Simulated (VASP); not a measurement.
HfC: electric field gradients with PBE

Crystal: HfC.

```xyz
2
Lattice="0.0000 2.3250 2.3250 2.3250 0.0000 2.3250 2.3250 2.3250 0.0000" Properties=species:S:1:pos:R:3 pbc="T T T"
Hf    2.3250    2.3250    2.3250
C     0.0000    0.0000    0.0000
```

```json
{
 "Program": "VASP 6.6.1",
 "Task": "electric field gradients",
 "Functional": "PBE",
 "Potentials or basis": "VASP PAW PBE potentials, release 64 (Hf_pv, C)",
 "Cutoff": "520 eV",
 "k mesh": "12 × 12 × 12",
 "Occupations": "fermi-dirac, width 0.05 eV",
 "Spin": "non-collinear spin, zero start, spin-orbit coupling",
 "Starting moments": "[[0.0, 0.0, 0.0], [0.0, 0.0, 0.0]] μB",
 "Dipole correction": "no",
 "Further INCAR settings": "ALGO = Normal; EDIFF = 1e-08; NBANDS = 26"
}
```

```yaml
Pressure: -0.5 GPa
Net_moment: 0.00 μB per cell
Valence_electrons_inside_the_program's_atomic_spheres: Hf 8.65; C 2.39
```

Moments on the atoms (μB; x, y, z):
```
Hf  0.00 0.00 0.00
C   0.00 0.00 0.00
```

Wall time 42 s on 1 thread of Intel(R) Xeon(R) 6975P-C (Granite Rapids), with other jobs on the host, peak memory 0.24 GiB.

Caveat: without QUAD_EFG the Cq values of the log hold for a quadrupole moment of 1 mb, not for the nuclei.
